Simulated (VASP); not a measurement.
# BaO (Fm-3m) in VASP: a series of runs, part 2 of 2

VASP 6.6.1. The steps go on from the part before.

## (4) Single point, r2SCAN

This run uses another cell than the first one, of 21.64 Å³/atom, 1.016 times its volume.

Contents of POSCAR:

```
BaO
1.0
    0.0000000000      2.7867887712      2.7867887712
    2.7867887712      0.0000000000      2.7867887712
    2.7867887712      2.7867887712      0.0000000000
Ba O
1 1
Direct
    0.5000000000      0.5000000000      0.5000000000
    0.0000000000      0.0000000000      0.0000000000
```

Contents of INCAR.step1:

```
SYSTEM = BaO
PREC = Accurate
ENCUT = 660
ISMEAR = 0
SIGMA = 0.05
LREAL = .False.
LASPH = .True.
NELM = 120
NBANDS = 15
GGA = PE
ALGO = Normal
EDIFF = 1E-5
LWAVE = .True.
LCHARG = .False.
GGA_COMPAT = .False.
```

Contents of INCAR.step2:

```
SYSTEM = BaO
PREC = Accurate
ENCUT = 660
EDIFF = 1E-6
ISMEAR = 0
SIGMA = 0.05
LREAL = .False.
LASPH = .True.
NELM = 120
ALGO = Normal
ISIF = 2
LWAVE = .False.
LCHARG = .False.
METAGGA = R2SCAN
LMIXTAU = .True.
NBANDS = 15
ISTART = 1
GGA_COMPAT = .False.
```

Contents of KPOINTS:

```
Automatic mesh
0
Gamma
  8 8 8
  0 0 0
```

Potentials or basis: VASP PAW PBE potentials, release 64 (Ba_sv, O).

Command:

```sh
cat potpaw_PBE.64/Ba_sv/POTCAR potpaw_PBE.64/O/POTCAR > POTCAR
cp INCAR.step1 INCAR
mpirun -np 1 vasp_std > vasp.out
cp INCAR.step2 INCAR
mpirun -np 1 vasp_std > vasp.out
```

OUTCAR:

```text
SYSTEM = BaO
   PREC = Accurate
   ENCUT = 660
   EDIFF = 1E-6
   ISMEAR = 0
   LREAL = .False.
   LASPH = .True.
   NELM = 120
   ISIF = 2
   METAGGA = R2SCAN
   ISTART = 1

 ion  position               nearest neighbor table
   1  0.500  0.500  0.500-   2 2.79   2 2.79   2 2.79   2 2.79   2 2.79   2 2.79
   2  0.000  0.000  0.000-   1 2.79   1 2.79   1 2.79   1 2.79   1 2.79   1 2.79

  LATTYP: Found a face centered cubic cell.
 ALAT       =     5.5735775424

  Lattice vectors:

 A1 = (   0.0000000000,   2.7867887712,   2.7867887712)
 A2 = (   2.7867887712,   0.0000000000,   2.7867887712)
 A3 = (   2.7867887712,   2.7867887712,   0.0000000000)

Analysis of symmetry for initial positions (statically):
=====================================================================
 Subroutine PRICEL returns:
 Original cell was already a primitive cell.

 Routine SETGRP: Setting up the symmetry group for a
 face centered cubic supercell.

 Subroutine GETGRP returns: Found 48 space group operations
 (whereof 48 operations were pure point group operations)
 out of a pool of 48 trial point group operations.

The static configuration has the point symmetry O_h .

Analysis of symmetry for dynamics (positions and initial velocities):
=====================================================================
 Subroutine PRICEL returns:
 Original cell was already a primitive cell.

 Routine SETGRP: Setting up the symmetry group for a
 face centered cubic supercell.

 Subroutine GETGRP returns: Found 48 space group operations
 (whereof 48 operations were pure point group operations)
 out of a pool of 48 trial point group operations.

The dynamic configuration has the point symmetry O_h .

 Subroutine INISYM returns: Found 48 space group operations
 (whereof 48 operations are pure point group operations),
 and found     1 'primitive' translations

----------------------------------------------------------------------------------------

                                     Primitive cell

  volume of cell :      43.2855

  direct lattice vectors                    reciprocal lattice vectors
     0.000000000  2.786788771  2.786788771    -0.179417976  0.179417976  0.179417976
     2.786788771  0.000000000  2.786788771     0.179417976 -0.179417976  0.179417976
     2.786788771  2.786788771  0.000000000     0.179417976  0.179417976 -0.179417976

  length of vectors
     3.941114476  3.941114476  3.941114476     0.310761050  0.310761050  0.310761050

  position of ions in fractional coordinates (direct lattice)
     0.500000000  0.500000000  0.500000000
     0.000000000  0.000000000  0.000000000

  ion indices of the primitive-cell ions
   primitive index   ion index
                 1           1
                 2           2

----------------------------------------------------------------------------------------

 KPOINTS: Automatic mesh

Automatic generation of k-mesh.
 Grid dimensions read from file:
 generate k-points for:    8    8    8

 Generating k-lattice:

  Cartesian coordinates                     Fractional coordinates (reciprocal lattice)
    -0.022427247  0.022427247  0.022427247     0.125000000  0.000000000  0.000000000
     0.022427247 -0.022427247  0.022427247     0.000000000  0.125000000  0.000000000
     0.022427247  0.022427247 -0.022427247     0.000000000  0.000000000  0.125000000

  Length of vectors
     0.038845131  0.038845131  0.038845131

  Shift w.r.t. Gamma in fractional coordinates (k-lattice)
     0.000000000  0.000000000  0.000000000

 Subroutine IBZKPT returns following result:
 ===========================================

 Found     29 irreducible k-points:

 Following reciprocal coordinates:
            Coordinates               Weight
  0.000000  0.000000  0.000000      1.000000
  0.125000  0.000000  0.000000      8.000000
  0.250000  0.000000  0.000000      8.000000
  0.375000  0.000000  0.000000      8.000000
  0.500000  0.000000  0.000000      4.000000
  0.125000  0.125000  0.000000      6.000000
[... 16 lines left out ...]
  0.500000  0.250000  0.125000     48.000000
 -0.375000  0.250000  0.125000     24.000000
 [... further k-points ...]
   k-points           NKPTS =     29   k-points in BZ     NKDIM =     29   number of bands    NBANDS=     15
   number of dos      NEDOS =    301   number of ions     NIONS =      2
   total plane-waves  NPLWV =  46656
   dimension x,y,z NGX =    36 NGY =   36 NGZ =   36
   dimension x,y,z NGXF=    72 NGYF=   72 NGZF=   72
   ions per type =               1   1
   NGX,Y,Z   is equivalent  to a cutoff of  15.19, 15.19, 15.19 a.u.
   NGXF,Y,Z  is equivalent  to a cutoff of  30.37, 30.37, 30.37 a.u.
 SYSTEM =  BaO
   PREC   = accura    normal or accurate (medium, high low for compatibility)
   ISTART =      1    job   : 0-new  1-cont  2-samecut
   ICHARG =      0    charge: 1-file 2-atom 10-const
   ISPIN  =      1    spin polarized calculation?
   LNONCOLLINEAR =      F non collinear calculations
   LSORBIT =      F    spin-orbit coupling
   LASPH  =      T    aspherical Exc in radial PAW
   ENCUT  =  660.0 eV  48.51 Ry    6.96 a.u.   8.26  8.26  8.26*2*pi/ulx,y,z
   NELM   =    120;   NELMIN=  2; NELMDL=  0     # of ELM steps
   EDIFF  = 0.1E-05   stopping-criterion for ELM
   LREAL  =      F    real-space projection
   EDIFFG = 0.1E-04   stopping-criterion for IOM
   NSW    =      0    number of steps for IOM
   IBRION =     -1    ionic relax: 0-MD 1-quasi-New 2-CG
   NFREE  =      0    steps in history (QN), initial steepest desc. (CG)
   ISIF   =      2    stress and relaxation
   ISYM   =      2    0-nonsym 1-usesym 2-fastsym
   POTIM  = 0.5000    time-step for ionic-motion
   TEBEG  =    0.0;   TEEND  =   0.0 temperature during run
   PSTRESS=    0.0 pullay stress
   NELECT =      16.0000    total number of electrons
   NUPDOWN=      -1.0000    fix difference up-down
   EMIN   =  10.00;   EMAX   =-10.00  energy-range for DOS
   EFERMI =   0.00;   METHOD = LEGACY
   ISMEAR =     0;   SIGMA  =   0.05  broadening in eV -4-tet -1-fermi 0-gaus
   EFERMI_NEDOS =   21; number of points for ismear=-14 and -15
   IALGO  =     38    algorithm
   IMIX   =      4    mixing-type and parameters
     AMIX     =   0.40;   BMIX     =  1.00
     AMIX_MAG =   1.60;   BMIX_MAG =  1.00
  volume/ion in A,a.u.               =      21.64       146.05
  Fermi-wavevector in a.u.,A,eV,Ry     =   1.174900  2.220238 18.781335  1.380389
  Thomas-Fermi vector in A             =   2.311289
   LORBIT       =      0    0 simple, 1 ext, 2 COOP (PROOUT), +10 PAW based schemes
   METAGGA = R2SCAN    functional components
   LHFCALC =     F    Hartree Fock is set to
   AEXX    =    0.0000 exact exchange contribution
   IVDW    =     0    specifies the selected vdW correction
   LEPSILON=     F    determine dielectric tensor
   LRPA    =     F    only Hartree local field effects (RPA)
 non-spin polarized calculation
 Gauss-broadening in eV      SIGMA  =   0.05
  energy-cutoff  :      660.00
  volume of cell :       43.29
 maximum number of plane-waves:      1700
 NGX is ok and might be reduce to    36
   NGX = 17   NGY = 17   NGZ = 17

 number of electron      16.0000001 magnetization

 Free energy of the ion-electron system (eV)
  ---------------------------------------------------
  ext. energy  EPLUGINS =         0.00000000
  ---------------------------------------------------
  free energy    TOTEN  =       -37.83105727 eV

  energy without entropy =      -37.83105727  energy(sigma->0) =      -37.83105727

 E-fermi :   1.7394     XC(G=0): -10.0727

 val. band max:        1.5193364958   @ k =   0.5000   0.5000   0.0000
 cond. band min:       3.8906494161   @ k =   0.5000   0.5000   0.0000
 fundamental gap:      2.3713129203
 Fermi energy:         1.7393621323

 k-point     1 :       0.0000    0.0000    0.0000
  band No.  band energies     occupation
      1     -25.1551      2.00000
      2     -14.4073      2.00000
      3      -9.2724      2.00000
      4      -9.2724      2.00000
      5      -9.2724      2.00000
      6       1.1968      2.00000
      7       1.1968      2.00000
      8       1.1968      2.00000
      9       5.5640      0.00000
     10       6.6538      0.00000
     11       6.6538      0.00000
     12       6.6538      0.00000
     13       9.0486      0.00000
     14       9.0486      0.00000
[... 401 lines left out ...]
      2     -14.9104      2.00000
      3      -9.8854      2.00000
      4      -9.8581      2.00000
      5      -9.3921      2.00000
      6       0.0544      2.00000
      7       0.6309      2.00000
      8       0.6956      2.00000
      9       6.7515      0.00000
     10       7.3791      0.00000
     11       9.8308      0.00000
     12       9.8801      0.00000
     13      12.1370      0.00000
     14      13.7945      0.00000
     15      14.4077      0.00000

 [... further k-points ...]
[... 5 lines left out ...]
  --------------------------------------------------------------------------------------
  -------------------------------------------------------------------------------------
  Total        0.0821531      0.0821531      0.0821531      0.0000000      0.0000000      0.0000000
  in kB        3.0408327      3.0408327      3.0408327      0.0000000      0.0000000      0.0000000
  external PRESSURE =       3.0408327 kB  Pullay stress =       0.0000000 kB

 VOLUME and BASIS-vectors are now :
 -----------------------------------------------------------------------------
  energy-cutoff  :      660.00
  volume of cell :       43.29
      direct lattice vectors                 reciprocal lattice vectors
     0.000000000  2.786788771  2.786788771    -0.179417976  0.179417976  0.179417976
     2.786788771  0.000000000  2.786788771     0.179417976 -0.179417976  0.179417976
     2.786788771  2.786788771  0.000000000     0.179417976  0.179417976 -0.179417976

 POSITION                                       TOTAL-FORCE (eV/Angst)
 -----------------------------------------------------------------------------------
      2.78679      2.78679      2.78679         0.000000      0.000000      0.000000
      0.00000      0.00000      0.00000        -0.000000     -0.000000     -0.000000
 -----------------------------------------------------------------------------------
    total drift:                                0.000000      0.000000      0.000000

  FREE ENERGIE OF THE ION-ELECTRON SYSTEM (eV)
  ---------------------------------------------------
  free  energy   TOTEN  =       -37.8310572671 eV

  energy  without entropy=      -37.8310572671  energy(sigma->0) =      -37.83105727
```

Wall time 55 s (1 thread of Intel Xeon 6975P-C (Granite Rapids), shared host); peak memory 0.22 GiB.

What came out:

```yaml
Free_energy: -37.8311 eV
Pressure: 0.3 GPa
Band_gap_on_the_k_mesh: 2.37 eV, direct
```

Levels at points of the mesh, in eV from the valence-band top:
| k point | band 5 | band 6 | band 7 | band 8 | band 9 | band 10 | band 11 | band 12 |
| --- | --- | --- | --- | --- | --- | --- | --- | --- |
| (0.00, 0.00, 0.00) | -10.79 | -0.32 | -0.32 | -0.32 | 4.04 | 5.13 | 5.13 | 5.13 |
| (0.50, 0.00, 0.00) | -10.90 | -1.90 | -1.41 | -1.41 | 5.30 | 7.61 | 7.61 | 8.59 |
| (0.50, 0.50, 0.00) | -11.34 | -0.15 | -0.15 | 0.00 | 2.37 | 6.50 | 9.47 | 9.85 |

Caveat: the PAW data sets were made with another functional, which shifts forces and pressure a little; spin-orbit coupling is left out, which moves the levels of the heavy elements.

## (5) Single point, r2SCAN (volume scaled by 1.020)

Contents of POSCAR:

```
BaO
1.0
    0.0000000000      2.7903528076      2.7903528076
    2.7903528076      0.0000000000      2.7903528076
    2.7903528076      2.7903528076      0.0000000000
Ba O
1 1
Direct
    0.5000000000      0.5000000000      0.5000000000
    0.0000000000      0.0000000000      0.0000000000
```

Contents of INCAR.step1:

```
  PREC = Accurate
  ENCUT = 660
  ISMEAR = 0
  SIGMA = 0.05
  LREAL = False
  LASPH = True
  NELM = 120
  NBANDS = 15
  GGA = PE
  ALGO = Normal
  EDIFF = 1E-5
  LWAVE = True
  LCHARG = False
  GGA_COMPAT = False
```

Contents of INCAR.step2:

```
  PREC = Accurate
  ENCUT = 660
  EDIFF = 1E-6
  ISMEAR = 0
  SIGMA = 0.05
  LREAL = False
  LASPH = True
  NELM = 120
  ALGO = Normal
  ISIF = 2
  LWAVE = False
  LCHARG = True
  METAGGA = R2SCAN
  LMIXTAU = True
  LELF = True
  LVHAR = True
  NBANDS = 15
  ISTART = 1
  GGA_COMPAT = False
```

Contents of KPOINTS:

```
regular mesh
0
Gamma
  8 8 8
```

Potentials or basis: VASP PAW PBE potentials, release 64 (Ba_sv, O).

Command:

```sh
cat potpaw_PBE.64/Ba_sv/POTCAR potpaw_PBE.64/O/POTCAR > POTCAR
cp INCAR.step1 INCAR
mpirun -np 1 vasp_std > vasp.out
cp INCAR.step2 INCAR
mpirun -np 1 vasp_std > vasp.out
```

OUTCAR:

```text
PREC = Accurate
   ENCUT = 660
   EDIFF = 1E-6
   ISMEAR = 0
   LREAL = False
   LASPH = True
   NELM = 120
   ISIF = 2
   METAGGA = R2SCAN
   ISTART = 1

 ion  position               nearest neighbor table
   1  0.500  0.500  0.500-   2 2.79   2 2.79   2 2.79   2 2.79   2 2.79   2 2.79
   2  0.000  0.000  0.000-   1 2.79   1 2.79   1 2.79   1 2.79   1 2.79   1 2.79

  LATTYP: Found a face centered cubic cell.
 ALAT       =     5.5807056152

  Lattice vectors:

 A1 = (   0.0000000000,   2.7903528076,   2.7903528076)
 A2 = (   2.7903528076,   0.0000000000,   2.7903528076)
 A3 = (   2.7903528076,   2.7903528076,   0.0000000000)

Analysis of symmetry for initial positions (statically):
=====================================================================
 Subroutine PRICEL returns:
 Original cell was already a primitive cell.

 Routine SETGRP: Setting up the symmetry group for a
 face centered cubic supercell.

 Subroutine GETGRP returns: Found 48 space group operations
 (whereof 48 operations were pure point group operations)
 out of a pool of 48 trial point group operations.

The static configuration has the point symmetry O_h .

Analysis of symmetry for dynamics (positions and initial velocities):
=====================================================================
 Subroutine PRICEL returns:
 Original cell was already a primitive cell.

 Routine SETGRP: Setting up the symmetry group for a
 face centered cubic supercell.

 Subroutine GETGRP returns: Found 48 space group operations
 (whereof 48 operations were pure point group operations)
 out of a pool of 48 trial point group operations.

The dynamic configuration has the point symmetry O_h .

 Subroutine INISYM returns: Found 48 space group operations
 (whereof 48 operations are pure point group operations),
 and found     1 'primitive' translations

----------------------------------------------------------------------------------------

                                     Primitive cell

  volume of cell :      43.4518
[... 114 lines left out ...]
   METAGGA = R2SCAN    functional components
   LHFCALC =     F    Hartree Fock is set to
   AEXX    =    0.0000 exact exchange contribution
   IVDW    =     0    specifies the selected vdW correction
   LEPSILON=     F    determine dielectric tensor
   LRPA    =     F    only Hartree local field effects (RPA)
 non-spin polarized calculation
 Gauss-broadening in eV      SIGMA  =   0.05
  energy-cutoff  :      660.00
  volume of cell :       43.45
 maximum number of plane-waves:      1700
 NGX is ok and might be reduce to    36
   NGX = 17   NGY = 17   NGZ = 17

 number of electron      16.0000000 magnetization

 Free energy of the ion-electron system (eV)
  ---------------------------------------------------
  ext. energy  EPLUGINS =         0.00000000
  ---------------------------------------------------
  free energy    TOTEN  =       -37.83140394 eV

  energy without entropy =      -37.83140394  energy(sigma->0) =      -37.83140394

 E-fermi :   1.8281     XC(G=0): -10.0537

 val. band max:        1.4930438480   @ k =   0.5000   0.5000   0.0000
 cond. band min:       3.8766569515   @ k =   0.5000   0.5000   0.0000
 fundamental gap:      2.3836131035
 Fermi energy:         1.8280981450

 k-point     1 :       0.0000    0.0000    0.0000
  band No.  band energies     occupation
      1     -25.1817      2.00000
      2     -14.4222      2.00000
      3      -9.3063      2.00000
      4      -9.3063      2.00000
      5      -9.3063      2.00000
      6       1.1805      2.00000
      7       1.1805      2.00000
      8       1.1805      2.00000
      9       5.5205      0.00000
     10       6.6293      0.00000
     11       6.6293      0.00000
     12       6.6293      0.00000
     13       9.0144      0.00000
     14       9.0144      0.00000
[... 401 lines left out ...]
      2     -14.9175      2.00000
      3      -9.9128      2.00000
      4      -9.8851      2.00000
      5      -9.4254      2.00000
      6       0.0430      2.00000
      7       0.6143      2.00000
      8       0.6796      2.00000
      9       6.7227      0.00000
     10       7.3486      0.00000
     11       9.7907      0.00000
     12       9.8316      0.00000
     13      12.0846      0.00000
     14      13.7390      0.00000
     15      14.3484      0.00000

 [... further k-points ...]
[... 5 lines left out ...]
  --------------------------------------------------------------------------------------
  -------------------------------------------------------------------------------------
  Total        0.0034985      0.0034985      0.0034985      0.0000000      0.0000000      0.0000000
  in kB        0.1290003      0.1290003      0.1290003      0.0000000      0.0000000      0.0000000
  external PRESSURE =       0.1290003 kB  Pullay stress =       0.0000000 kB

 VOLUME and BASIS-vectors are now :
 -----------------------------------------------------------------------------
  energy-cutoff  :      660.00
  volume of cell :       43.45
      direct lattice vectors                 reciprocal lattice vectors
     0.000000000  2.790352808  2.790352808    -0.179188810  0.179188810  0.179188810
     2.790352808  0.000000000  2.790352808     0.179188810 -0.179188810  0.179188810
     2.790352808  2.790352808  0.000000000     0.179188810  0.179188810 -0.179188810

 POSITION                                       TOTAL-FORCE (eV/Angst)
 -----------------------------------------------------------------------------------
      2.79035      2.79035      2.79035        -0.000000      0.000000     -0.000000
      0.00000      0.00000      0.00000         0.000000     -0.000000      0.000000
 -----------------------------------------------------------------------------------
    total drift:                                0.000000      0.000000      0.000000

  FREE ENERGIE OF THE ION-ELECTRON SYSTEM (eV)
  ---------------------------------------------------
  free  energy   TOTEN  =       -37.8314039360 eV

  energy  without entropy=      -37.8314039360  energy(sigma->0) =      -37.83140394
```

It took 61 s on 1 thread of Intel Xeon 6975P-C (Granite Rapids), shared host; peak memory 0.22 GiB.

What came out:

* Free energy: -37.8314 eV
* Pressure: 0.0 GPa
* Band gap on the k mesh: 2.38 eV, direct

Levels at points of the mesh, in eV from the valence-band top:
```csv
k point,band 4,band 5,band 6,band 7,band 8,band 9,band 10,band 11,band 12,band 13
"(0.00, 0.00, 0.00)",-10.80,-10.80,-0.31,-0.31,-0.31,4.03,5.14,5.14,5.14,7.52
"(0.50, 0.00, 0.00)",-10.91,-10.91,-1.88,-1.40,-1.40,5.30,7.60,7.60,8.57,11.00
"(0.50, 0.50, 0.00)",-11.34,-11.34,-0.14,-0.14,0.00,2.38,6.49,9.45,9.83,10.10
```

Caveat: the cell differs from its parent crystal (volume scaled by 1.020); the PAW data sets were made with another functional, which shifts forces and pressure a little; spin-orbit coupling is left out, which moves the levels of the heavy elements. A k mesh can miss the band edges.

## (6) Summary

| cell | smearing | gap on the mesh (eV) | pressure (GPa) |
| --- | --- | --- | --- |
| a = 3.920 Å, angles 60.0°, 2 atoms | gaussian 0.05 eV | 2.32 | 1.6 |
| a = 3.920 Å, angles 60.0°, 2 atoms | tetrahedron | 2.32 | 1.6 |
| a = 3.941 Å, angles 60.0°, 2 atoms | gaussian 0.05 eV | 2.37 | 0.3 |
| a = 3.946 Å, angles 60.0°, 2 atoms | gaussian 0.05 eV | 2.38 | 0.0 |

Alike in all rows: task single point; level r2SCAN; potentials or basis VASP PAW PBE potentials, release 64 (Ba_sv, O); no spin polarisation; k mesh 8 × 8 × 8; cutoff (eV) 660.

Caveats: the PAW data sets were made with another functional, which shifts forces and pressure a little; spin-orbit coupling is left out, which moves the levels of the heavy elements.

Total energies depend on the potentials used, so only differences within one code and one set of settings carry meaning.
